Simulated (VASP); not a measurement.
Write the native input for VASP 6.6.1 that does the following.

| Quantity | Value |
| --- | --- |
| Task | single point |
| Functional | PBE |
| Potentials or basis | VASP PAW PBE potentials, release 64 (Si) |
| Cutoff | 520 eV |
| k mesh | 10 × 10 × 10 |
| Occupations | fermi-dirac, width 0.05 eV |
| Spin | no spin polarisation |
| Dipole correction | no |
| Further INCAR settings | ALGO = Normal; EDIFF = 1e-06; NBANDS = 8 |

The structure of Si lies in POSCAR:

```
Si
1.0
    2.5488794291      0.0000000000      0.0000000000
    0.0000000000      2.5488794291      0.0000000000
    0.0000000000      0.0000000000      2.5488794291
Si
1
Direct
    0.5000000000      0.5000000000      0.5000000000
```

These files were run (other wordings do the same):

INCAR

```
PREC = Accurate ; ENCUT = 520
EDIFF = 1E-6 ; ISMEAR = -1
SIGMA = 0.05 ; LREAL = False
LASPH = True ; NELM = 100
ALGO = Normal ; ISIF = 2
LWAVE = False ; LCHARG = False
GGA = PE ; NBANDS = 8
```

KPOINTS

```
regular mesh
0
Gamma
  10 10 10
```

Potentials or basis: VASP PAW PBE potentials, release 64 (Si).

Launch:

```sh
$ cat potpaw_PBE.64/Si/POTCAR > POTCAR
$ mpirun -np 1 vasp_std > vasp.out
```

It gave:

```json
{
  "Pressure": "-1.8 GPa",
  "Band gap on the k mesh": "zero (band 2 reaches 15.44 eV, above the bottom of band 3 at 5.19 eV)"
}
```

Run time: 4.1 s on 1 thread of Intel(R) Xeon(R) Platinum 8488C (Sapphire Rapids), with other jobs on the host, peak memory 0.12 GiB.
